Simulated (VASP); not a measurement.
The system is Be2C.

```xyz
3
Lattice="0.0000 2.1650 2.1650 2.1650 0.0000 2.1650 2.1650 2.1650 0.0000" Properties=species:S:1:pos:R:3 pbc="T T T"
Be    1.0825    1.0825    1.0825
Be    3.2475    3.2475    3.2475
C     0.0000    0.0000    0.0000
```

| Quantity | Value |
| --- | --- |
| Program | VASP 6.6.1 |
| Task | relaxation of cell and atoms |
| Functional | revPBE |
| Dispersion | D3(BJ) |
| Potentials or basis | VASP PAW PBE potentials, release 64 (Be, C) |
| Cutoff | 600 eV |
| k mesh | 8 × 8 × 8 |
| Occupations | gaussian, width 0.01 eV |
| Spin | no spin polarisation |

At the start: pressure -12.1 GPa; volume 6.77 Å³/atom.

How do energy, volume and symmetry change on relaxing?

Over 3 steps the energy falls by 16.1 meV/atom and the volume is 6.36 Å³/atom (-6.0 %); space group Fm-3m (No. 225, to 0.1 Å) before and after.

Step by step:
```tsv
step	energy change (eV)	largest force (eV/Å)	pressure (GPa)	volume (Å³)
1	0.0000	0.0000	-12.15	20.30
2	-0.0460	0.0000	3.02	18.83
3	-0.0483	0.0000	0.04	19.08
```

Final structure:
```cif
data_structure
_symmetry_space_group_name_H-M 'P 1'
_symmetry_Int_Tables_number 1
_cell_length_a 2.9993
_cell_length_b 2.9993
_cell_length_c 2.9993
_cell_angle_alpha 60.000
_cell_angle_beta 60.000
_cell_angle_gamma 60.000
_cell_volume 19.08
loop_
_atom_site_label
_atom_site_type_symbol
_atom_site_fract_x
_atom_site_fract_y
_atom_site_fract_z
_atom_site_occupancy
Be1 Be 0.25000 0.25000 0.25000 1
Be2 Be 0.75000 0.75000 0.75000 1
C1 C 0.00000 0.00000 0.00000 1
```

Caveat: the PAW data sets were made with another functional, which shifts forces and pressure a little.
